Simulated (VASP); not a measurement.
# TeO (F-43m) in VASP: a series of runs, part 2 of 2

VASP 6.6.1.

## (3) Single point, PBE

This run uses another cell than the first one, of 21.03 Å³/atom.

File INCAR:

```
ALGO     = Normal         # electronic algorithm
EDIFF    = 1E-6           # SCF threshold, eV
ENCUT    = 600            # plane-wave cutoff, eV
GGA      = PE             # functional
GGA_COMPAT= F            
ISIF     = 2              # what is computed and relaxed
ISMEAR   = 0              # smearing method
LASPH    = T              # aspherical terms in the spheres
LCHARG   = F              # write CHGCAR
LREAL    = F              # projectors in reciprocal space
LWAVE    = F              # write WAVECAR
NBANDS   = 13             # bands
NELM     = 120            # most SCF steps
PREC     = Accurate       # precision mode
SIGMA    = 0.1            # smearing width, eV
```

File KPOINTS:

```
k-points
0
Gamma
  18 18 18
```

File POSCAR:

```
TeO
1.0
    0.0000000000      2.7600786094      2.7600786094
    2.7600786094      0.0000000000      2.7600786094
    2.7600786094      2.7600786094      0.0000000000
Te O
1 1
Direct
    0.0000000000      0.0000000000      0.0000000000
    0.7500000000      0.7500000000      0.7500000000
```

Potentials or basis: VASP PAW PBE potentials, release 64 (Te, O).

Command:

```sh
$ cat potpaw_PBE.64/Te/POTCAR potpaw_PBE.64/O/POTCAR > POTCAR
$ mpirun -np 1 vasp_std > vasp.out
```

OUTCAR:

```text
EDIFF = 1E-6
   ENCUT = 600
   GGA = PE
   ISIF = 2
   ISMEAR = 0
   LASPH = T
   LREAL = F
   NELM = 120
   PREC = Accurate

 ion  position               nearest neighbor table
   1  0.000  0.000  0.000-   2 2.39   2 2.39   2 2.39   2 2.39
   2  0.750  0.750  0.750-   1 2.39   1 2.39   1 2.39   1 2.39

  LATTYP: Found a face centered cubic cell.
 ALAT       =     5.5201572188

  Lattice vectors:

 A1 = (   0.0000000000,   2.7600786094,   2.7600786094)
 A2 = (   2.7600786094,   0.0000000000,   2.7600786094)
 A3 = (   2.7600786094,   2.7600786094,   0.0000000000)

Analysis of symmetry for initial positions (statically):
=====================================================================
 Subroutine PRICEL returns:
 Original cell was already a primitive cell.

 Routine SETGRP: Setting up the symmetry group for a
 face centered cubic supercell.

 Subroutine GETGRP returns: Found 24 space group operations
 (whereof 24 operations were pure point group operations)
 out of a pool of 48 trial point group operations.

The static configuration has the point symmetry T_d .

Analysis of symmetry for dynamics (positions and initial velocities):
=====================================================================
 Subroutine PRICEL returns:
 Original cell was already a primitive cell.

 Routine SETGRP: Setting up the symmetry group for a
 face centered cubic supercell.

 Subroutine GETGRP returns: Found 24 space group operations
 (whereof 24 operations were pure point group operations)
 out of a pool of 48 trial point group operations.

The dynamic configuration has the point symmetry T_d .

 Subroutine INISYM returns: Found 24 space group operations
 (whereof 24 operations are pure point group operations),
 and found     1 'primitive' translations

----------------------------------------------------------------------------------------

                                     Primitive cell

  volume of cell :      42.0527

[... 117 lines left out ...]
   LEPSILON=     F    determine dielectric tensor
   LRPA    =     F    only Hartree local field effects (RPA)
 non-spin polarized calculation
 Gauss-broadening in eV      SIGMA  =   0.10
  energy-cutoff  :      600.00
  volume of cell :       42.05
 maximum number of plane-waves:      1420
   NGX = 15   NGY = 15   NGZ = 15

 number of electron      11.9999999 magnetization

 Free energy of the ion-electron system (eV)
  ---------------------------------------------------
  ext. energy  EPLUGINS =         0.00000000
  ---------------------------------------------------
  free energy    TOTEN  =        -7.58419853 eV

  energy without entropy =       -7.57693653  energy(sigma->0) =       -7.58056753

 E-fermi :   5.9412     XC(G=0):  -9.5208

 val. band max:        5.9361313990   @ k =   0.4444   0.0556   0.0000
 cond. band min:       5.9502303741   @ k =  -0.3333   0.3889   0.1667
 fundamental gap:      0.0140989750
 Fermi energy:         5.9411509053

 k-point     1 :       0.0000    0.0000    0.0000
  band No.  band energies     occupation
      1     -13.5656      2.00000
      2      -4.6221      2.00000
      3       1.5091      2.00000
      4       1.5091      2.00000
      5       1.5091      2.00000
      6       6.2280      0.00005
      7       6.2280      0.00005
      8       6.2280      0.00005
      9      11.6470      0.00000
     10      15.8975      0.00000
     11      15.8975      0.00000
     12      15.8975      0.00000
     13      16.3162      0.00000
[... 354 lines left out ...]
  band No.  band energies     occupation
      1     -13.3159      2.00000
      2      -5.1770      2.00000
      3       0.9325      2.00000
      4       1.2624      2.00000
      5       1.5376      2.00000
      6       5.6245      1.99999
      7       6.5560      0.00000
      8       6.6539      0.00000
      9      13.1603      0.00000
     10      14.3112      0.00000
     11      14.6023      0.00000
     12      15.9259      0.00000
     13      18.3298      0.00000

 [... further k-points ...]

------------------------ aborting loop because EDIFF is reached ----------------------------------------

  FORCE on cell =-STRESS in cart. coord.  units (eV):
  Direction    XX          YY          ZZ          XY          YZ          ZX
  --------------------------------------------------------------------------------------
  -------------------------------------------------------------------------------------
  Total       -0.1107851     -0.1107851     -0.1107851      0.0000000      0.0000000     -0.0000000
  in kB       -4.2208272     -4.2208272     -4.2208272      0.0000000      0.0000000     -0.0000000
  external PRESSURE =      -4.2208272 kB  Pullay stress =       0.0000000 kB

 VOLUME and BASIS-vectors are now :
 -----------------------------------------------------------------------------
  energy-cutoff  :      600.00
  volume of cell :       42.05
      direct lattice vectors                 reciprocal lattice vectors
     0.000000000  2.760078609  2.760078609    -0.181154261  0.181154261  0.181154261
     2.760078609  0.000000000  2.760078609     0.181154261 -0.181154261  0.181154261
     2.760078609  2.760078609  0.000000000     0.181154261  0.181154261 -0.181154261

 POSITION                                       TOTAL-FORCE (eV/Angst)
 -----------------------------------------------------------------------------------
      0.00000      0.00000      0.00000         0.000000      0.000000     -0.000000
      4.14012      4.14012      4.14012        -0.000000     -0.000000      0.000000
 -----------------------------------------------------------------------------------
    total drift:                               -0.000000     -0.000000     -0.000000

  FREE ENERGIE OF THE ION-ELECTRON SYSTEM (eV)
  ---------------------------------------------------
  free  energy   TOTEN  =        -7.5841985318 eV

  energy  without entropy=       -7.5769365269  energy(sigma->0) =       -7.58056753
```

OSZICAR:

```text
N       E                     dE             d eps       ncg     rms          rms(c)
DAV:   1     0.480283050593E+02    0.48028E+02   -0.58026E+03  5086   0.870E+02
DAV:   2    -0.624345851395E+01   -0.54272E+02   -0.51563E+02  6529   0.169E+02
DAV:   3    -0.936410048235E+01   -0.31206E+01   -0.31064E+01  6320   0.394E+01
DAV:   4    -0.938454626508E+01   -0.20446E-01   -0.20444E-01  6050   0.388E+00
DAV:   5    -0.938477012436E+01   -0.22386E-03   -0.22386E-03  6665   0.401E-01    0.133E+01
DAV:   6    -0.824197320765E+01    0.11428E+01   -0.27117E+01  5475   0.257E+01    0.102E+01
DAV:   7    -0.759947046060E+01    0.64250E+00   -0.56463E+00  5540   0.109E+01    0.104E+01
DAV:   8    -0.771134343995E+01   -0.11187E+00   -0.27163E-01  5500   0.344E+00    0.165E+01
DAV:   9    -0.759200730952E+01    0.11934E+00   -0.40976E-01  5345   0.410E+00    0.386E+00
DAV:  10    -0.758450771933E+01    0.74996E-02   -0.47074E-02  6540   0.122E+00    0.335E-01
DAV:  11    -0.758429757466E+01    0.21014E-03   -0.59499E-04  6115   0.215E-01    0.291E-01
DAV:  12    -0.758436502235E+01   -0.67448E-04   -0.54448E-04  5995   0.101E-01    0.328E-01
DAV:  13    -0.758420114420E+01    0.16388E-03   -0.69676E-04  6630   0.148E-01    0.299E-01
DAV:  14    -0.758419710263E+01    0.40416E-05   -0.47562E-05  5705   0.534E-02    0.464E-02
DAV:  15    -0.758419859704E+01   -0.14944E-05   -0.27128E-06  6675   0.890E-03    0.158E-02
DAV:  16    -0.758419853182E+01    0.65220E-07   -0.54365E-07  3470   0.485E-03
   1 F= -.75841985E+01 E0= -.75805675E+01  d E =-.726200E-02
```

It took 3 min on 1 thread of Intel Xeon 8259CL, shared host; peak memory 0.27 GiB.

What came out:

| Quantity | Value |
| --- | --- |
| Free energy | -7.5842 eV |
| Pressure | -0.4 GPa |
| Band gap on the k mesh | zero (bands 6 and 7 overlap by 0.51 eV) |

Caveat: spin-orbit coupling is left out, which moves the levels of the heavy elements.

## (4) Single point, PBE

This run uses another cell than the first one, of 21.03 Å³/atom.

File INCAR:

```
SYSTEM = TeO
PREC = Accurate
ENCUT = 600
EDIFF = 1E-6
ISMEAR = 0
SIGMA = 0.1
LREAL = .FALSE.
LASPH = .TRUE.
NELM = 120
ALGO = Normal
ISIF = 2
LWAVE = .FALSE.
LCHARG = .FALSE.
GGA = PE
NBANDS = 13
GGA_COMPAT = .FALSE.
```

File KPOINTS:

```
Automatic mesh
0
G
  18 18 18
  0 0 0
```

POSCAR is that of step 3.

Command:

```sh
$ cat potpaw_PBE.64/Te/POTCAR potpaw_PBE.64/O/POTCAR > POTCAR
$ mpirun -np 1 vasp_std > vasp.out
```

Wall time 3.4 min (1 thread of Intel Xeon 8259CL, shared host); peak memory 0.27 GiB.

The run converged. Its results:

| Quantity | Value |
| --- | --- |
| Free energy | -7.5842 eV |
| Pressure | -0.4 GPa |
| Band gap on the k mesh | zero (bands 6 and 7 overlap by 0.51 eV) |

Levels at points of the mesh, in eV from the Fermi level:
```csv
k point,band 4,band 5,band 6,band 7,band 8,band 9
"(0.00, 0.00, 0.00)",-4.43,-4.43,0.29,0.29,0.29,5.71
"(0.50, 0.00, 0.00)",-5.01,-5.01,0.09,0.90,0.90,6.81
"(0.50, 0.50, 0.00)",-5.87,-2.86,-2.64,1.99,1.99,4.64
```

Caveat: spin-orbit coupling is left out, which moves the levels of the heavy elements.

## (5) Relaxation of cell and atoms, PBE

This run uses another cell than the first one, of 21.03 Å³/atom.

File INCAR:

```
PREC = Accurate
ENCUT = 600
EDIFF = 1E-7
ISMEAR = 0
SIGMA = 0.1
LREAL = False
LASPH = True
NELM = 120
ALGO = Normal
ISIF = 3
LWAVE = False
LCHARG = False
GGA = PE
IBRION = 2
NSW = 100
EDIFFG = -0.01
GGA_COMPAT = False
NELMIN = 4
```

File KPOINTS:

```
Automatic mesh
0
Gamma
  18 18 18
```

POSCAR is that of step 4.

Command:

```sh
$ cat potpaw_PBE.64/Te/POTCAR potpaw_PBE.64/O/POTCAR > POTCAR
$ mpirun -np 1 vasp_std > vasp.out
```

Run time: 4.1 min. Hardware: 1 thread of Intel Xeon 8259CL, shared host; peak memory 0.27 GiB.

It converged, with:

* Free energy: -7.5845 eV
* Relaxed volume: 20.87 Å³/atom
* Relaxed cell: a = 3.893 Å, b = 3.893 Å, c = 3.893 Å, α = 60.00°, β = 60.00°, γ = 60.00°
* Space group after relaxing (to 0.1 Å): F-43m (No. 216)
* Energy gained by relaxing: 0.2 meV/atom
* Ionic steps: 2
* Pressure after relaxing: 0.1 GPa
* Band gap on the k mesh: zero (bands 6 and 7 overlap by 0.53 eV)

The path:
```tsv
step	energy change (eV)	largest force (eV/Å)	pressure (GPa)	volume (Å³)
1	0.0000	0.0000	-0.40	42.05
2	-0.0003	0.0000	0.06	41.73
```

Final structure:
```
Te O
1.0
     0.00000    2.75304    2.75304
     2.75304    0.00000    2.75304
     2.75304    2.75304    0.00000
Te O
1 1
Cartesian
  2.7530 2.7530 0.0000
  4.1296 4.1296 4.1296
```

Levels at points of the mesh, in eV from the Fermi level:
```tsv
k point	band 3	band 4	band 5	band 6	band 7	band 8	band 9	band 10
(0.00, 0.00, 0.00)	-4.47	-4.47	-4.47	0.30	0.30	0.30	5.73	9.97
(0.50, 0.00, 0.00)	-5.11	-5.05	-5.05	0.09	0.91	0.91	6.82	8.90
(0.50, 0.50, 0.00)	-5.92	-5.92	-2.88	-2.65	2.01	2.01	4.63	7.58
```

Caveat: spin-orbit coupling is left out, which moves the levels of the heavy elements.

## (6) Overview

```tsv
task	cell	k mesh	gap on the mesh (eV)	pressure (GPa)
single point	a = 3.998 Å, angles 60.0°, 2 atoms	6 × 6 × 6	none	-4.1
single point	a = 3.903 Å, angles 60.0°, 2 atoms	18 × 18 × 18	none	-0.4
relaxation of cell and atoms	relaxed from a = 3.903 Å, angles 60.0°, 2 atoms	18 × 18 × 18	none	0.1
```

Alike in all rows: level PBE; potentials or basis VASP PAW PBE potentials, release 64 (Te, O); no spin polarisation; cutoff (eV) 600; smearing gaussian 0.1 eV.

Caveats: spin-orbit coupling is left out, which moves the levels of the heavy elements; the cell stands under tension (at least some runs).

Total energies depend on the potentials used, so only differences within one code and one set of settings carry meaning.

The gap in the log of VASP goes by the Fermi energy; the results here count the filled bands.